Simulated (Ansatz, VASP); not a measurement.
Two plane-wave programs on HfSc4

Contents of INCAR:

```
SYSTEM = HfSc4
PREC = Accurate ; ENCUT = 600
EDIFF = 1E-6 ; ISMEAR = 0
SIGMA = 0.1 ; LREAL = .False.
LASPH = .True. ; NELM = 100
ALGO = Normal ; ISIF = 3
LWAVE = .False. ; LCHARG = .False.
GGA = PE ; IBRION = 2
NSW = 100 ; EDIFFG = -0.01
```

File KPOINTS:

```
Automatic mesh
0
Gamma
  8 8 8
  0 0 0
```

File POSCAR:

```
HfSc4
1.0
    5.0015417934      0.0000000000      0.0000000000
    0.0000000000      5.0015417934      0.0000000000
    0.0000000000      0.0000000000      5.0015417934
Hf Sc
1 4
Direct
    0.5000000000      0.5000000000      0.5000000000
    0.5000000000      0.0000000000      0.0000000000
    0.0000000000      0.5000000000      0.0000000000
    0.0000000000      0.0000000000      0.5000000000
    0.0000000000      0.0000000000      0.0000000000
```

Input for Ansatz:

```yaml
crystal:
  lattice:
    - [5.0015417934, 0.0, 0.0]
    - [0.0, 5.0015417934, 0.0]
    - [0.0, 0.0, 5.0015417934]
  atoms:
    - { symbol: Hf, position: [0.5, 0.5, 0.5] }
    - { symbol: Sc, position: [0.5, 0.0, 0.0] }
    - { symbol: Sc, position: [0.0, 0.5, 0.0] }
    - { symbol: Sc, position: [0.0, 0.0, 0.5] }
    - { symbol: Sc, position: [0.0, 0.0, 0.0] }
basis:
  ecutwfc: 420
kpoints:
  mp_grid: { grid: [8, 8, 8] }
hamiltonian:
  xc: pbe
scf:
  occupations: { method: gaussian, width: 0.1 }
output:
  forces: true
  stress: true
  eigenvalues: true
  write_density: true
  write_potential: true
  elf: true
  volumetric_format: npy
relax:
  adjacent_minimum: "off"
  f_tol: 0.01
  max_steps: 80
  cell: { stress_tol: 0.05 }
```

Alike in both runs: task relaxation of cell and atoms; functional PBE; k mesh 8 × 8 × 8; occupations gaussian, width 0.1 eV; no spin polarisation.

|  | VASP | Ansatz |
| --- | --- | --- |
| version | VASP 6.6.1 | Ansatz 0.2.0 |
| potentials or method | VASP PAW PBE potentials, release 64 (Hf_pv, Sc_sv), cutoff 600 eV | scalar-relativistic, plane waves, PAW |
| valence electrons in the cell | 54 | 70 |

|  | VASP | Ansatz | Ansatz less VASP |
| --- | --- | --- | --- |
| gap on the k mesh at the Fermi level, each at its own relaxed structure (eV) | none | none | - |
| relaxed volume (Å³/atom) | 25.14 | 25.05 | -0.083 |
| relaxed cell length with the largest relative difference (Å) | 5.009 | 5.004 | -0.0056 |

A gap of «none» marks a metal or a gap that the smearing closes. VASP's potentials hold 54 valence electrons a cell and Ansatz's 70, so a difference there can come from the potentials and not from the codes.

Neither program's run includes spin-orbit coupling.
